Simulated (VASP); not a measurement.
# WS2 in VASP: single point with PBE

Aim: the single point of WS2 with PBE.

Everything below comes from runs of VASP 6.6.1. Logs are shortened: lines on timing, memory, paths and dates and some standing lists are left out, and cuts for length are marked.

## 1. The cell of the first run

The cell holds a slab with vacuum, 9 atoms: a = 3.183 Å, b = 3.183 Å, c = 28.532 Å, α = 90.00°, β = 90.00°, γ = 120.00°.

## 2. Single point, PBE

The input, INCAR:

```
PREC     = Accurate       # precision mode
ENCUT    = 520            # plane-wave cutoff, eV
EDIFF    = 1E-6           # SCF threshold, eV
ISMEAR   = 0              # smearing method
SIGMA    = 0.1            # smearing width, eV
LREAL    = F              # projectors in reciprocal space
LASPH    = T              # aspherical terms in the spheres
NELM     = 100            # most SCF steps
ALGO     = Normal         # electronic algorithm
ISIF     = 2              # what is computed and relaxed
LWAVE    = F              # write WAVECAR
LCHARG   = F              # write CHGCAR
GGA      = PE             # functional
NBANDS   = 49             # bands
```

The input, KPOINTS:

```
Automatic mesh
0
Gamma
  12 12 1
```

The input, POSCAR:

```
WS2
1.0
    3.1829541699      0.0000000000      0.0000000000
   -1.5914770850      2.7565191702      0.0000000000
    0.0000000000      0.0000000000     28.5322178600
W S
3 6
Direct
    0.6666666667      0.3333333333      0.6592864300
    0.3333333333      0.6666666667      0.8855337800
    0.3333333333      0.6666666667      0.6046252100
    0.6666666667      0.3333333333      0.9401857300
    0.6666666667      0.3333333333      0.4890304200
    0.3333333333      0.6666666667      0.7139522100
    0.6666666667      0.3333333333      0.8308482800
    0.6666666667      0.3333333333      0.3797102500
    0.3333333333      0.6666666667      0.4343616800
```

Potentials or basis: VASP PAW PBE potentials, release 64 (W_sv, S).

On the command line:

```console
> cat potpaw_PBE.64/W_sv/POTCAR potpaw_PBE.64/S/POTCAR > POTCAR
> mpirun -np 1 vasp_std > vasp.out
```

OUTCAR:

```text
PREC = Accurate
   ENCUT = 520
   EDIFF = 1E-6
   ISMEAR = 0
   LREAL = F
   LASPH = T
   NELM = 100
   ISIF = 2
   GGA = PE

 ion  position               nearest neighbor table
   1  0.667  0.333  0.659-   3 2.41   3 2.41   3 2.41   6 2.41   6 2.41   6 2.41
   2  0.333  0.667  0.886-   4 2.41   4 2.41   4 2.41   7 2.41   7 2.41   7 2.41
   3  0.333  0.667  0.605-   1 2.41   1 2.41   1 2.41   6 3.12
   4  0.667  0.333  0.940-   2 2.41   2 2.41   2 2.41
   5  0.667  0.333  0.489-   9 2.41   9 2.41   9 2.41
   6  0.333  0.667  0.714-   1 2.41   1 2.41   1 2.41   3 3.12
   7  0.667  0.333  0.831-   2 2.41   2 2.41   2 2.41
   8  0.667  0.333  0.380-   9 2.41   9 2.41   9 2.41
   9  0.333  0.667  0.434-   8 2.41   8 2.41   8 2.41   5 2.41   5 2.41   5 2.41

  LATTYP: Found a hexagonal cell.
 ALAT       =     3.1829541699
 C/A-ratio  =     8.9640680754

  Lattice vectors:

 A1 = (   3.1829541699,   0.0000000000,   0.0000000000)
 A2 = (  -1.5914770850,   2.7565191702,   0.0000000000)
 A3 = (   0.0000000000,   0.0000000000,  28.5322178600)

Analysis of symmetry for initial positions (statically):
=====================================================================
 Subroutine PRICEL returns:
 Original cell was already a primitive cell.

 Routine SETGRP: Setting up the symmetry group for a
 hexagonal supercell.

 Subroutine GETGRP returns: Found  6 space group operations
 (whereof  6 operations were pure point group operations)
 out of a pool of 24 trial point group operations.

The static configuration has the point symmetry C_3v.

Analysis of symmetry for dynamics (positions and initial velocities):
=====================================================================
 Subroutine PRICEL returns:
 Original cell was already a primitive cell.

 Routine SETGRP: Setting up the symmetry group for a
 hexagonal supercell.

 Subroutine GETGRP returns: Found  6 space group operations
 (whereof  6 operations were pure point group operations)
 out of a pool of 24 trial point group operations.

The dynamic configuration has the point symmetry C_3v.

 Subroutine INISYM returns: Found  6 space group operations
 (whereof  6 operations are pure point group operations),
 and found     1 'primitive' translations

----------------------------------------------------------------------------------------

                                     Primitive cell

[... 104 lines left out ...]
   ISIF   =      2    stress and relaxation
   ISYM   =      2    0-nonsym 1-usesym 2-fastsym
   POTIM  = 0.5000    time-step for ionic-motion
   TEBEG  =    0.0;   TEEND  =   0.0 temperature during run
   PSTRESS=    0.0 pullay stress
   NELECT =      78.0000    total number of electrons
   NUPDOWN=      -1.0000    fix difference up-down
   EMIN   =  10.00;   EMAX   =-10.00  energy-range for DOS
   EFERMI =   0.00;   METHOD = LEGACY
   ISMEAR =     0;   SIGMA  =   0.10  broadening in eV -4-tet -1-fermi 0-gaus
   EFERMI_NEDOS =   21; number of points for ismear=-14 and -15
   IALGO  =     38    algorithm
   IMIX   =      4    mixing-type and parameters
     AMIX     =   0.40;   BMIX     =  1.00
     AMIX_MAG =   1.60;   BMIX_MAG =  1.00
  volume/ion in A,a.u.               =      27.82       187.71
  Fermi-wavevector in a.u.,A,eV,Ry     =   1.109849  2.097311 16.759190  1.231766
  Thomas-Fermi vector in A             =   2.246394
   LORBIT       =      0    0 simple, 1 ext, 2 COOP (PROOUT), +10 PAW based schemes
   GGA     = PE    functional components
   LHFCALC =     F    Hartree Fock is set to
   AEXX    =    0.0000 exact exchange contribution
   IVDW    =     0    specifies the selected vdW correction
   LEPSILON=     F    determine dielectric tensor
   LRPA    =     F    only Hartree local field effects (RPA)
 non-spin polarized calculation
 Gauss-broadening in eV      SIGMA  =   0.10
  energy-cutoff  :      520.00
  volume of cell :      250.34
 maximum number of plane-waves:      6780
 NGX is ok and might be reduce to    24
   NGX = 11   NGY = 11   NGZ =107

 number of electron      78.0000002 magnetization

 Free energy of the ion-electron system (eV)
  ---------------------------------------------------
  ext. energy  EPLUGINS =         0.00000000
  ---------------------------------------------------
  free energy    TOTEN  =       -61.11453780 eV

  energy without entropy =      -61.09872289  energy(sigma->0) =      -61.10663035

 E-fermi :   2.7790     XC(G=0):  -7.5403

 val. band max:        2.7384358961   @ k =   0.0833   0.0000   0.0000
 cond. band min:       2.8254609228   @ k =   0.3333   0.2500   0.0000
 fundamental gap:      0.0870250267
 Fermi energy:         2.7790456621

 k-point     1 :       0.0000    0.0000    0.0000
  band No.  band energies     occupation
      1     -71.4829      2.00000
      2     -70.9301      2.00000
      3     -70.5009      2.00000
      4     -35.7245      2.00000
      5     -35.7244      2.00000
      6     -35.5721      2.00000
[... 977 lines left out ...]
     48       6.5983      0.00000
     49       6.6150      0.00000

------------------------ aborting loop because EDIFF is reached ----------------------------------------

  FORCE on cell =-STRESS in cart. coord.  units (eV):
  Direction    XX          YY          ZZ          XY          YZ          ZX
  --------------------------------------------------------------------------------------
  -------------------------------------------------------------------------------------
  Total        7.8078914      7.8078914     16.3976955     -0.0000000      0.0000000     -0.0000000
  in kB       49.9709279     49.9709279    104.9461388     -0.0000000      0.0000000     -0.0000000
  external PRESSURE =      68.2959982 kB  Pullay stress =       0.0000000 kB

 VOLUME and BASIS-vectors are now :
 -----------------------------------------------------------------------------
  energy-cutoff  :      520.00
  volume of cell :      250.34
      direct lattice vectors                 reciprocal lattice vectors
     3.182954170  0.000000000  0.000000000     0.314173547  0.181388182  0.000000000
    -1.591477085  2.756519170  0.000000000     0.000000000  0.362776363  0.000000000
     0.000000000  0.000000000 28.532217860     0.000000000  0.000000000  0.035048099

 POSITION                                       TOTAL-FORCE (eV/Angst)
 -----------------------------------------------------------------------------------
      1.59148      0.91884     18.81090        -0.000000     -0.000000      4.337573
     -0.00000      1.83768     25.26624        -0.000000      0.000000     -0.014221
     -0.00000      1.83768     17.25130         0.000000      0.000000     -7.122133
      1.59148      0.91884     26.82558        -0.000000     -0.000000      0.260342
      1.59148      0.91884     13.95312        -0.000000      0.000000      1.177573
     -0.00000      1.83768     20.37064        -0.000000     -0.000000      2.375403
      1.59148      0.91884     23.70594         0.000000     -0.000000     -0.183815
      1.59148      0.91884     10.83398        -0.000000     -0.000000     -0.619967
     -0.00000      1.83768     12.39330         0.000000     -0.000000     -0.210755
 -----------------------------------------------------------------------------------
    total drift:                                0.000000     -0.000000      0.000237

  FREE ENERGIE OF THE ION-ELECTRON SYSTEM (eV)
  ---------------------------------------------------
  free  energy   TOTEN  =       -61.1145377989 eV

  energy  without entropy=      -61.0987228918  energy(sigma->0) =      -61.10663035
```

OSZICAR:

```text
N       E                     dE             d eps       ncg     rms          rms(c)
DAV:   1     0.780405705116E+03    0.78041E+03   -0.41938E+04  2158   0.147E+03
DAV:   2    -0.739508339694E+01   -0.78780E+03   -0.76505E+03  2196   0.394E+02
DAV:   3    -0.623181721573E+02   -0.54923E+02   -0.53170E+02  2322   0.980E+01
[... 21 lines left out ...]
DAV:  25    -0.611146087842E+02    0.49724E-04   -0.21912E-05  2172   0.228E-02    0.458E-02
DAV:  26    -0.611145453686E+02    0.63416E-04   -0.77803E-05  2732   0.482E-02    0.228E-02
DAV:  27    -0.611145332455E+02    0.12123E-04   -0.79447E-05  2347   0.439E-02    0.166E-02
DAV:  28    -0.611145370860E+02   -0.38406E-05   -0.25942E-05  1985   0.165E-02    0.599E-03
DAV:  29    -0.611145377989E+02   -0.71289E-06   -0.15901E-06  1360   0.653E-03
   1 F= -.61114538E+02 E0= -.61106630E+02  d E =-.158149E-01
```

stdout:

```text
POSCAR found type information on POSCAR W S
 POSCAR found :  2 types and       9 ions
 scaLAPACK will be used
 LDA part: xc-table for (Slater+PW92), standard interpolation
 POSCAR, INCAR and KPOINTS ok, starting setup
 FFT: planning ... GRIDC
 FFT: planning ... GRID_SOFT
 FFT: planning ... GRID
 WAVECAR not read
 entering main loop
```

Run time: 6.7 min. Hardware: 1 thread of Intel Xeon Platinum 8488C (Sapphire Rapids), shared host; peak memory 0.44 GiB.

Results:

| Quantity | Value |
| --- | --- |
| Free energy | -61.1145 eV |
| Largest force | 7.122 eV/Å |
| Band gap on the k mesh | zero (bands 39 and 40 overlap by 0.36 eV) |

Forces on the atoms (eV/Å):
```
W    0.000  0.000  4.338
W    0.000  0.000 -0.014
W    0.000  0.000 -7.122
S    0.000  0.000  0.260
S    0.000  0.000  1.178
S    0.000  0.000  2.375
S    0.000  0.000 -0.184
S    0.000  0.000 -0.620
S    0.000  0.000 -0.211
```

Levels at points of the mesh, in eV from the Fermi level:
```
           k point  band 35  band 36  band 37  band 38  band 39  band 40  band 41  band 42  band 43  band 44
(0.00, 0.00, 0.00)    -0.98    -0.14    -0.14    -0.06     0.12     0.12     0.74     0.74     1.05     2.48
(0.50, 0.00, 0.00)    -1.54    -1.49    -1.16    -0.60    -0.05     0.15     0.85     1.61     1.81     2.30
```

Caveat: spin-orbit coupling is left out, which moves the levels of the heavy elements.
